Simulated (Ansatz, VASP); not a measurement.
Ru: VASP beside Ansatz

```
Ru
1.0
    -1.56788    1.56788    1.56788
     1.56788   -1.56788    1.56788
     1.56788    1.56788   -1.56788
Ru
1
Direct
  0.00000 0.00000 0.00000
```

Alike in both runs: task single point; functional PBEsol; k mesh 16 × 16 × 16; occupations fermi-dirac, width 0.1 eV; no spin polarisation.

|  | VASP | Ansatz |
| --- | --- | --- |
| version | VASP 6.6.1 | Ansatz 0.2.0 |
| potentials or method | VASP PAW PBE potentials, release 64 (Ru_pv), cutoff 520 eV | plane waves (420 eV) with PAW, scalar-relativistic |
| valence electrons in the cell | 14 | 16 |

|  | VASP | Ansatz | Ansatz less VASP |
| --- | --- | --- | --- |
| pressure (GPa) | -26.7 | -26.6 | +0.13 |

VASP's potentials were made for PBE, not for PBEsol, and Ansatz warns of the same on its side. With one functional, cell and mesh, what is left measures potentials, basis and numerics. VASP's potentials hold 14 valence electrons a cell and Ansatz's 16, so a difference there can come from the potentials and not from the codes.
